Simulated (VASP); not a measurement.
# TiH4 (P6/mmm) in VASP: further runs

The runs below take TiH4 through single point, relaxation of cell and atoms, with PBE.

All numbers are computed with VASP 6.6.1; they aren't measurements. Logs are shortened: lines on timing, memory, paths and dates and some standing lists are left out, and cuts for length are marked.

### 1 The cell of the first run

Symmetry: P6/mmm, No. 191, hexagonal system. Conventional cell: a = 2.924 Å, b = 2.924 Å, c = 4.083 Å, α = 90.00°, β = 90.00°, γ = 120.00°. Ti (site symmetry 6/mmm) has 12 H at 1.97 Å within 2.6 Å. H (site symmetry 3m) has 5 H at 1.69 to 2.05 Å and 3 Ti at 1.97 Å within 2.2 Å.

### 2 Single point, PBE (atoms taken out)

INCAR

```
ALGO = Normal ; EDIFF = 1E-6
ENCUT = 520 ; GGA = PE
ISIF = 2 ; ISMEAR = 0
LASPH = True ; LCHARG = False
LREAL = False ; LWAVE = False
NBANDS = 16 ; NELM = 100
PREC = Accurate ; SIGMA = 0.1
```

KPOINTS

```
k-points
0
Gamma
  6 6 4
```

POSCAR

```
TiH4
1.0
    2.9239477046      0.0000000029      0.0000000000
   -1.4619738548      2.5322129901      0.0000000000
    0.0000000000      0.0000000000      4.0831121144
Ti H
1 4
Direct
    0.0000000000      0.0000000000      0.0000000000
    0.3333333333      0.6666666667      0.2495649040
    0.3333333333      0.6666666667      0.7504350960
    0.6666666667      0.3333333333      0.2495649040
    0.6666666667      0.3333333333      0.7504350960
```

Potentials or basis: VASP PAW PBE potentials, release 64 (Ti_sv, H).

Command:

```bash
cat potpaw_PBE.64/Ti_sv/POTCAR potpaw_PBE.64/H/POTCAR > POTCAR
mpirun -np 1 vasp_std > vasp.out
```

OUTCAR:

```text
EDIFF = 1E-6
   ENCUT = 520
   GGA = PE
   ISIF = 2
   ISMEAR = 0
   LASPH = True
   LREAL = False
   NELM = 100
   PREC = Accurate

 ion  position               nearest neighbor table
   1  0.000  0.000  0.000-
   2  0.333  0.667  0.250-
   3  0.333  0.667  0.750-
   4  0.667  0.333  0.250-
   5  0.667  0.333  0.750-

  LATTYP: Found a hexagonal cell.
 ALAT       =     2.9239477046
 C/A-ratio  =     1.3964381470

  Lattice vectors:

 A1 = (   2.9239477046,   0.0000000029,   0.0000000000)
 A2 = (  -1.4619738548,   2.5322129901,   0.0000000000)
 A3 = (   0.0000000000,   0.0000000000,   4.0831121144)

Analysis of symmetry for initial positions (statically):
=====================================================================
 Subroutine PRICEL returns:
 Original cell was already a primitive cell.

 Routine SETGRP: Setting up the symmetry group for a
 hexagonal supercell.

 Subroutine GETGRP returns: Found 24 space group operations
 (whereof 24 operations were pure point group operations)
 out of a pool of 24 trial point group operations.

The static configuration has the point symmetry D_6h.

Analysis of symmetry for dynamics (positions and initial velocities):
=====================================================================
 Subroutine PRICEL returns:
 Original cell was already a primitive cell.

 Routine SETGRP: Setting up the symmetry group for a
 hexagonal supercell.

 Subroutine GETGRP returns: Found 24 space group operations
 (whereof 24 operations were pure point group operations)
 out of a pool of 24 trial point group operations.

The dynamic configuration has the point symmetry D_6h.

 Subroutine INISYM returns: Found 24 space group operations
 (whereof 24 operations are pure point group operations),
 and found     1 'primitive' translations

----------------------------------------------------------------------------------------

                                     Primitive cell

  volume of cell :      30.2316

  direct lattice vectors                    reciprocal lattice vectors
     2.923947705  0.000000003  0.000000000     0.342003381  0.197455744  0.000000000
    -1.461973855  2.532212990  0.000000000    -0.000000000  0.394911488  0.000000000
     0.000000000  0.000000000  4.083112114     0.000000000  0.000000000  0.244911228

  length of vectors
     2.923947705  2.923947705  4.083112114     0.394911488  0.394911488  0.244911228

  position of ions in fractional coordinates (direct lattice)
     0.000000000  0.000000000  0.000000000
     0.333333333  0.666666667  0.249564904
     0.333333333  0.666666667  0.750435096
     0.666666667  0.333333333  0.249564904
     0.666666667  0.333333333  0.750435096

  ion indices of the primitive-cell ions
   primitive index   ion index
                 1           1
                 2           2
                 3           3
                 4           4
                 5           5

----------------------------------------------------------------------------------------

 KPOINTS: k-points

Automatic generation of k-mesh.
 Grid dimensions read from file:
 generate k-points for:    6    6    4

 Generating k-lattice:

  Cartesian coordinates                     Fractional coordinates (reciprocal lattice)
     0.057000563  0.032909291  0.000000000     0.166666667  0.000000000  0.000000000
    -0.000000000  0.065818581  0.000000000     0.000000000  0.166666667  0.000000000
     0.000000000  0.000000000  0.061227807     0.000000000  0.000000000  0.250000000

  Length of vectors
     0.065818581  0.065818581  0.061227807

  Shift w.r.t. Gamma in fractional coordinates (k-lattice)
     0.000000000  0.000000000  0.000000000

 Subroutine IBZKPT returns following result:
 ===========================================

 Found     21 irreducible k-points:

 Following reciprocal coordinates:
            Coordinates               Weight
  0.000000  0.000000  0.000000      1.000000
  0.166667  0.000000  0.000000      6.000000
  0.333333  0.000000  0.000000      6.000000
  0.500000  0.000000  0.000000      3.000000
[... 52 lines left out ...]
  band No.  band energies     occupation
      1     -51.5398      2.00000
      2     -28.2084      2.00000
      3     -27.7812      2.00000
      4     -27.7662      2.00000
      5      -1.1749      2.00000
      6      -0.6872      2.00000
[... 8 lines left out ...]
     15      15.0778      0.00000
     16      15.1941      0.00000

 k-point     5 :       0.1667    0.1667    0.0000
  band No.  band energies     occupation
      1     -51.5719      2.00000
      2     -27.9745      2.00000
      3     -27.8218      2.00000
      4     -27.7497      2.00000
      5      -3.7829      2.00000
      6       0.2815      2.00000
[... 8 lines left out ...]
     15      13.9941      0.00000
     16      19.9808      0.00000

 k-point     6 :       0.3333    0.1667    0.0000
  band No.  band energies     occupation
      1     -51.5398      2.00000
      2     -28.1353      2.00000
      3     -27.8429      2.00000
      4     -27.7812      2.00000
      5      -1.7912      2.00000
      6       0.2437      2.00000
[... 8 lines left out ...]
     15      13.6051      0.00000
     16      18.3246      0.00000
[... 210 lines left out ...]
 k-point    18 :       0.5000    0.0000    0.5000
  band No.  band energies     occupation
      1     -51.5395      2.00000
      2     -28.2062      2.00000
      3     -27.7894      2.00000
      4     -27.7657      2.00000
      5      -1.2435      2.00000
      6       0.0348      2.00000
[... 8 lines left out ...]
     15      17.0847      0.00000
     16      17.8187      0.00000

 k-point    19 :       0.1667    0.1667    0.5000
  band No.  band energies     occupation
      1     -51.5716      2.00000
      2     -27.9730      2.00000
      3     -27.8319      2.00000
      4     -27.7491      2.00000
      5      -2.2920      2.00000
      6      -2.0676      2.00000
[... 8 lines left out ...]
     15      16.5726      0.00000
     16      18.2802      0.00000

 k-point    20 :       0.3333    0.1667    0.5000
  band No.  band energies     occupation
      1     -51.5395      2.00000
      2     -28.1334      2.00000
      3     -27.8421      2.00000
      4     -27.7896      2.00000
      5      -1.0746      2.00000
      6      -0.4484      2.00000
[... 8 lines left out ...]
     15      13.8582      0.00000
     16      19.8023      0.00000

 k-point    21 :       0.3333    0.3333    0.5000
  band No.  band energies     occupation
      1     -51.5288      2.00000
      2     -28.0312      2.00000
      3     -28.0312      2.00000
      4     -27.7755      2.00000
      5       0.4906      2.00000
      6       0.4906      2.00000
[... 8 lines left out ...]
     15      11.9760      0.00000
     16      21.7332      0.00000

------------------------ aborting loop because EDIFF is reached ----------------------------------------

  FORCE on cell =-STRESS in cart. coord.  units (eV):
  Direction    XX          YY          ZZ          XY          YZ          ZX
  --------------------------------------------------------------------------------------
  -------------------------------------------------------------------------------------
  Total        0.0143026      0.0143026     -0.1190010      0.0000000     -0.0000000      0.0000000
  in kB        0.7579906      0.7579906     -6.3066680      0.0000000     -0.0000000      0.0000000
  external PRESSURE =      -1.5968956 kB  Pullay stress =       0.0000000 kB

 VOLUME and BASIS-vectors are now :
 -----------------------------------------------------------------------------
  energy-cutoff  :      520.00
  volume of cell :       30.23
      direct lattice vectors                 reciprocal lattice vectors
     2.923947705  0.000000003  0.000000000     0.342003381  0.197455744  0.000000000
    -1.461973855  2.532212990  0.000000000    -0.000000000  0.394911488  0.000000000
     0.000000000  0.000000000  4.083112114     0.000000000  0.000000000  0.244911228

 POSITION                                       TOTAL-FORCE (eV/Angst)
 -----------------------------------------------------------------------------------
      0.00000      0.00000      0.00000         0.000000     -0.000000      0.000000
     -0.00000      1.68814      1.01900        -0.000000      0.000000      0.015884
     -0.00000      1.68814      3.06411        -0.000000      0.000000     -0.015884
      1.46197      0.84407      1.01900         0.000000     -0.000000      0.015884
      1.46197      0.84407      3.06411         0.000000     -0.000000     -0.015884
 -----------------------------------------------------------------------------------
    total drift:                               -0.000000      0.000000     -0.000000

  FREE ENERGIE OF THE ION-ELECTRON SYSTEM (eV)
  ---------------------------------------------------
  free  energy   TOTEN  =       -21.2500587222 eV

  energy  without entropy=      -21.2341567166  energy(sigma->0) =      -21.24210772
```

It took 6.1 s on 1 thread of Intel Xeon Platinum 8488C (Sapphire Rapids), shared host; peak memory 0.14 GiB.

What came out:

```yaml
Free_energy: -21.2501 eV
Pressure: -0.2 GPa
Largest_force: 0.016 eV/Å
Band_gap_on_the_k_mesh: zero (bands 8 and 9 overlap by 0.42 eV)
```

Forces on the atoms (eV/Å):
```
Ti   0.000  0.000  0.000
H    0.000  0.000  0.016
H    0.000  0.000 -0.016
H    0.000  0.000  0.016
H    0.000  0.000 -0.016
```

Stress tensor (GPa, compression positive):
```
 0.08  0.00  0.00
 0.00  0.08  0.00
 0.00  0.00 -0.63
```

Levels at points of the mesh, in eV from the Fermi level:
```
           k point  band 4  band 5  band 6  band 7  band 8  band 9  band 10  band 11  band 12  band 13
(0.00, 0.00, 0.00)  -33.26  -11.33   -5.40   -2.00   -0.01   -0.01     1.83     1.83     3.13     7.19
(0.50, 0.00, 0.00)  -33.38   -6.79   -6.30   -5.24   -0.15    0.69     1.17     2.82     4.13     6.48
(0.00, 0.00, 0.50)  -33.26   -9.88   -8.53    0.03    0.03    0.08     1.74     1.74     4.07     5.63
(0.50, 0.00, 0.50)  -33.38   -6.86   -5.58   -5.29   -2.10    0.95     1.43     2.83     4.50     5.19
```

Caveat: the k points lie up to 0.41 Å⁻¹ apart; the cell differs from its parent crystal (atoms taken out).

### 3 Single point, PBE, collinear spin (atoms taken out)

INCAR

```
SYSTEM = TiH4
PREC = Accurate
ENCUT = 520
EDIFF = 1E-7
ISMEAR = 0
SIGMA = 0.1
LREAL = .False.
LASPH = .True.
NELM = 150
ALGO = Normal
ISIF = 2
LWAVE = .False.
LCHARG = .False.
ISPIN = 2
MAGMOM = 1 0 0 0 0
LORBIT = 11
LMAXMIX = 4
GGA = PE
NBANDS = 20
```

KPOINTS

```
regular mesh
0
Gamma
  6 6 4
  0 0 0
```

Changes to POSCAR since step 2:

```diff
@@ -2,4 +2,4 @@
 1.0
-    2.9239477046      0.0000000029      0.0000000000
-   -1.4619738548      2.5322129901      0.0000000000
+    2.9239477046      0.0000000000      0.0000000000
+   -1.4619738523      2.5322129915      0.0000000000
     0.0000000000      0.0000000000      4.0831121144
```

Potentials or basis: VASP PAW PBE potentials, release 64 (Ti_sv, H).

Command:

```bash
cat potpaw_PBE.64/Ti_sv/POTCAR potpaw_PBE.64/H/POTCAR > POTCAR
mpirun -np 1 vasp_std > vasp.out
```

Run time: 18 s. Hardware: 1 thread of Intel Xeon Platinum 8488C (Sapphire Rapids), shared host; peak memory 0.17 GiB.

Results (log left out):

| Quantity | Value |
| --- | --- |
| Free energy | -21.2501 eV |
| Pressure | -0.1 GPa |
| Largest force | 0.016 eV/Å |
| Band gap on the k mesh | zero (filled and empty bands overlap) |
| Net moment | 0.00 μB per cell |
| Valence electrons inside the program's atomic spheres | Ti 10.36; H 0.52 |

Forces in eV/Å, atoms in the order of the input:
```
Ti   0.000  0.000  0.000
H    0.000  0.000  0.016
H    0.000  0.000 -0.016
H    0.000  0.000  0.016
H    0.000  0.000 -0.016
```

Stress tensor (GPa, compression positive):
```
 0.07  0.00  0.00
 0.00  0.07  0.00
 0.00  0.00 -0.54
```

Levels at points of the mesh, in eV from the Fermi level:
Spin up:
```
           k point  band 6  band 7  band 8  band 9  band 10  band 11
(0.00, 0.00, 0.00)   -5.40   -2.00   -0.01   -0.01     1.83     1.83
(0.50, 0.00, 0.00)   -6.30   -5.24   -0.15    0.69     1.17     2.82
(0.00, 0.00, 0.50)   -8.52    0.03    0.03    0.08     1.74     1.74
(0.50, 0.00, 0.50)   -5.58   -5.29   -2.10    0.95     1.43     2.83
```
Spin down:
| k point | band 4 | band 5 | band 6 | band 7 | band 8 | band 9 | band 10 | band 11 | band 12 | band 13 |
| --- | --- | --- | --- | --- | --- | --- | --- | --- | --- | --- |
| (0.00, 0.00, 0.00) | -33.26 | -11.33 | -5.40 | -2.00 | -0.01 | -0.01 | 1.83 | 1.83 | 3.13 | 7.19 |
| (0.50, 0.00, 0.00) | -33.38 | -6.79 | -6.30 | -5.24 | -0.15 | 0.69 | 1.17 | 2.82 | 4.13 | 6.48 |
| (0.00, 0.00, 0.50) | -33.26 | -9.88 | -8.52 | 0.03 | 0.03 | 0.08 | 1.74 | 1.74 | 4.07 | 5.63 |
| (0.50, 0.00, 0.50) | -33.38 | -6.86 | -5.58 | -5.29 | -2.10 | 0.95 | 1.43 | 2.83 | 4.51 | 5.19 |

Caveat: the k points lie up to 0.41 Å⁻¹ apart; the cell differs from its parent crystal (atoms taken out).

### 4 Relaxation of cell and atoms, PBE (atoms taken out)

INCAR

```
PREC     = Accurate       # precision mode
ENCUT    = 600            # plane-wave cutoff, eV
EDIFF    = 1E-6           # SCF threshold, eV
ISMEAR   = 0              # smearing method
SIGMA    = 0.1            # smearing width, eV
LREAL    = False          # projectors in reciprocal space
LASPH    = True           # aspherical terms in the spheres
NELM     = 100            # most SCF steps
ALGO     = Normal         # electronic algorithm
ISIF     = 3              # what is computed and relaxed
LWAVE    = False          # write WAVECAR
LCHARG   = False          # write CHGCAR
GGA      = PE             # functional
IBRION   = 2              # ionic algorithm
NSW      = 90             # ionic steps
EDIFFG   = -0.04          # ionic threshold
```

KPOINTS

```
Automatic mesh
0
Gamma
  6 6 4
```

POSCAR

```
TiH4
1.0
    2.9050632900      0.0000000000      0.0000000000
   -1.4525316500      2.5158586100      0.0000000000
    0.0000000000      0.0000000000      6.2749367100
Ti H
1 4
Direct
    0.0000000000      0.0000000000      0.0000000000
    0.3333333300      0.6666666700      0.2500000000
    0.3333333300      0.6666666700      0.7500000000
    0.6666666700      0.3333333300      0.2500000000
    0.6666666700      0.3333333300      0.7500000000
```

Command:

```bash
cat potpaw_PBE.64/Ti_sv/POTCAR potpaw_PBE.64/H/POTCAR > POTCAR
mpirun -np 1 vasp_std > vasp.out
```

Run time: 3.1 min. Hardware: 1 thread of Intel Xeon Platinum 8488C (Sapphire Rapids), shared host; peak memory 0.19 GiB.

The run converged. Its results:

| Quantity | Value |
| --- | --- |
| Free energy | -21.2535 eV |
| Relaxed volume | 6.04 Å³/atom |
| Relaxed cell | a = 2.918 Å, b = 2.918 Å, c = 4.092 Å, α = 90.00°, β = 90.00°, γ = 120.00° |
| Space group after relaxing (to 0.1 Å) | P6/mmm (No. 191) |
| Energy gained by relaxing | 347.7 meV/atom |
| Ionic steps | 31 |
| Pressure after relaxing | -0.1 GPa |
| Largest force after relaxing | 0.025 eV/Å |
| Band gap on the k mesh | zero (bands 8 and 9 overlap by 0.39 eV) |

Forces on the atoms (eV/Å):
```
Ti   0.000  0.000  0.000
H    0.000  0.000 -0.025
H    0.000  0.000  0.025
H    0.000  0.000 -0.025
H    0.000  0.000  0.025
```

Stress tensor (GPa, compression positive):
```
 0.30  0.00  0.00
 0.00  0.30  0.00
 0.00  0.00 -0.98
```

Step by step:
| step | energy change (eV) | largest force (eV/Å) | pressure (GPa) | volume (Å³) |
| --- | --- | --- | --- | --- |
| 1 | 0.0000 | 1.2467 | -16.17 | 45.86 |
| 2 | -0.9164 | 0.9417 | -9.22 | 39.95 |
| 3 | -1.3557 | 0.3728 | 4.12 | 34.69 |
| 4 | -1.3692 | 0.2119 | 8.22 | 33.62 |
| 5 | -1.5842 | 0.0886 | 4.35 | 34.28 |
| 6 | -1.6729 | 0.0939 | 0.31 | 34.91 |
| 7 | -1.6731 | 0.0866 | 0.42 | 34.89 |
| 8 | -1.6730 | 0.0799 | 0.55 | 34.87 |
| 9 | -1.6749 | 0.0401 | -0.34 | 35.02 |
| 10 | -1.6752 | 0.0224 | -0.71 | 35.09 |
| 11 | -1.6771 | 0.0233 | -0.64 | 34.90 |
| 12 | -1.6827 | 0.0253 | -0.39 | 34.35 |
| 13 | -1.6929 | 0.0247 | 0.20 | 33.25 |
| 14 | -1.7115 | 0.0096 | 1.79 | 31.07 |
| 15 | -1.6545 | 0.0791 | 9.57 | 26.84 |
| 16 | -1.7139 | 0.0621 | 3.33 | 30.50 |
| 17 | -1.7104 | 0.0428 | 5.99 | 28.66 |
| 18 | -1.7165 | 0.0636 | 4.28 | 29.80 |
| 19 | -1.7170 | 0.0613 | 4.22 | 29.77 |
| 20 | -1.7184 | 0.0546 | 4.21 | 29.69 |
| 21 | -1.7206 | 0.0408 | 4.12 | 29.52 |
| 22 | -1.7230 | 0.0113 | 3.93 | 29.17 |
| 23 | -1.7231 | 0.0024 | 3.92 | 29.03 |
| 24 | -1.7249 | 0.0055 | 3.63 | 29.11 |
| 25 | -1.7297 | 0.0150 | 2.74 | 29.35 |
| 26 | -1.7356 | 0.0334 | 0.96 | 29.84 |
| 27 | -1.7340 | 0.0686 | -2.18 | 30.82 |
| 28 | -1.7371 | 0.0479 | -0.44 | 30.24 |
| 29 | -1.7371 | 0.0469 | -0.32 | 30.21 |
| 30 | -1.7375 | 0.0415 | -0.27 | 30.21 |
| 31 | -1.7385 | 0.0253 | -0.13 | 30.18 |

Final structure:
```
Ti H
1.0
     2.91821    0.00000    0.00000
    -1.45911    2.52724    0.00000
     0.00000    0.00000    4.09185
Ti H
1 4
Direct
  0.00000 0.00000 0.00000
  0.33333 0.66667 0.25202
  0.33333 0.66667 0.74798
  0.66667 0.33333 0.25202
  0.66667 0.33333 0.74798
```

Levels at points of the mesh, in eV from the Fermi level:
| k point | band 5 | band 6 | band 7 | band 8 | band 9 | band 10 | band 11 | band 12 |
| --- | --- | --- | --- | --- | --- | --- | --- | --- |
| (0.00, 0.00, 0.00) | -11.33 | -5.45 | -2.02 | 0.01 | 0.01 | 1.85 | 1.85 | 3.22 |
| (0.50, 0.00, 0.00) | -6.78 | -6.26 | -5.25 | -0.16 | 0.68 | 1.18 | 2.85 | 4.12 |
| (0.00, 0.00, 0.50) | -9.84 | -8.60 | 0.04 | 0.04 | 0.04 | 1.76 | 1.76 | 4.20 |
| (0.50, 0.00, 0.50) | -6.90 | -5.53 | -5.23 | -2.14 | 0.97 | 1.41 | 2.85 | 4.46 |

Caveat: the k points lie up to 0.41 Å⁻¹ apart in the final cell; the cell differs from its parent crystal (atoms taken out); the volume moved by over 15 % at a fixed basis, so the end points are rough.

### 5 The runs side by side

```tsv
task	spin	cell	cutoff (eV)	gap on the mesh (eV)	pressure (GPa)	largest force (eV/Å)
single point	off	a = 2.924, b = 2.924, c = 4.083 Å, angles 90.0, 90.0, 120.0°, 5 atoms, atomic positions A	520	none	-0.2	0.02
single point	collinear	a = 2.924, b = 2.924, c = 4.083 Å, angles 90.0, 90.0, 120.0°, 5 atoms, atomic positions A	520	none	-0.1	0.02
relaxation of cell and atoms	off	relaxed from a = 2.905, b = 2.905, c = 6.275 Å, angles 90.0, 90.0, 120.0°, 5 atoms, atomic positions B	600	none	-0.1	0.03
```

Alike in all rows: level PBE; potentials or basis VASP PAW PBE potentials, release 64 (Ti_sv, H); k mesh 6 × 6 × 4; smearing gaussian 0.1 eV.

Caveats: all runs use coarse meshes; the volume moved by over 15 % at a fixed basis, so the end points are rough (at least some runs).

Absolute energies hang on the potentials; compare differences alone.
